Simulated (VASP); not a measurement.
**AlNi: single point with r2SCAN+D3(BJ)**

The system is AlNi.

```
CELL_PARAMETERS angstrom
1.97256 -1.98731 0.00000
1.97256 1.98731 0.00000
0.00000 0.00000 3.15358
ATOMIC_POSITIONS crystal
Al 0.00000 0.00000 0.00000
Ni 0.50000 0.50000 0.50000
```

```yaml
Program: VASP 6.6.1
Task: single point
Functional: r2SCAN
Dispersion: D3(BJ)
Potentials_or_basis: VASP PAW PBE potentials, release 64 (Al, Ni)
Cutoff: 520 eV
k_mesh: 10 × 10 × 9
Occupations: fermi-dirac, width 0.05 eV
Spin: collinear spin, ferromagnetic start
Starting_moments: "[0.0, 2.0] μB"
```

```
Pressure                                              : -10.3 GPa
Net moment                                            : 0.00 μB per cell
Valence electrons inside the program's atomic spheres : Al 0.79; Ni 9.45
Dispersion energy per atom                            : -0.201 eV
```

Stress tensor (GPa, compression positive):
```
 -7.23   0.00   0.00
  0.00  -8.74   0.00
  0.00   0.00 -14.80
```

Levels at points of the mesh, in eV from the Fermi level:
Spin up:
| k point | band 4 | band 5 | band 6 | band 7 | band 8 | band 9 | band 10 | band 11 |
| --- | --- | --- | --- | --- | --- | --- | --- | --- |
| (0.00, 0.00, 0.00) | -1.59 | -1.57 | -1.34 | 3.04 | 7.22 | 7.25 | 7.30 | 8.81 |
| (0.50, 0.00, 0.00) | -2.65 | -2.03 | -1.46 | -0.33 | 8.02 | 8.22 | 9.51 | 11.97 |
| (0.50, 0.50, 0.00) | -2.36 | -2.34 | -2.34 | -0.77 | 2.23 | 3.25 | 11.16 | 13.92 |
Spin down:
```csv
k point,band 3,band 4,band 5,band 6,band 7,band 8,band 9,band 10,band 11,band 12
"(0.00, 0.00, 0.00)",-3.11,-1.59,-1.57,-1.34,3.04,7.22,7.25,7.30,8.81,14.98
"(0.50, 0.00, 0.00)",-2.66,-2.65,-2.03,-1.46,-0.33,8.02,8.22,9.51,11.97,12.98
"(0.50, 0.50, 0.00)",-2.49,-2.36,-2.34,-2.34,-0.77,2.23,3.25,11.16,13.92,13.92
```

Run time: 3.2 min on 1 thread of Intel Xeon 6975P-C, on a shared host, peak memory 0.25 GiB.

Caveat: the starting moments collapsed, and a magnetic state may lie lower; three body term missing; the PAW data sets were made with another functional, which shifts forces and pressure a little; pairwise dispersion overbinds metals, which lowers pressure and volume.
